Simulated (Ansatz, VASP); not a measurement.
# I in VASP and in Ansatz

```
CELL_PARAMETERS angstrom
-2.08938 2.08938 1.98491
2.08938 -2.08938 1.98491
2.08938 2.08938 -1.98491
ATOMIC_POSITIONS crystal
I 0.00000 0.00000 0.00000
```

Change from the starting cell: strain +0.000 along x and y, -0.050 along z, atoms carried along.

Alike in both runs: task single point; functional PBE; dispersion D3(BJ); k mesh 16 × 16 × 16; occupations gaussian, width 0.15 eV; no spin polarisation.

|  | VASP | Ansatz |
| --- | --- | --- |
| version | VASP 6.6.1 | Ansatz 0.2.0 |
| potentials or method | VASP PAW PBE potentials, release 64 (I), cutoff 520 eV | scalar-relativistic, plane waves, PAW |
| valence electrons in the cell | 7 | 17 |

```tsv
	VASP	Ansatz	Ansatz less VASP
gap on the k mesh at the Fermi level (eV)	none	none	-
pressure (GPa)	-0.9	-0.8	+0.05
traceless stress, the component that is largest in VASP (GPa)	0.18	0.19	+0.007
```

A gap of «none» marks a metal or a gap that the smearing closes. VASP's potentials hold 7 valence electrons a cell and Ansatz's 17, so a difference there can come from the potentials and not from the codes.

Spin-orbit coupling is off throughout.
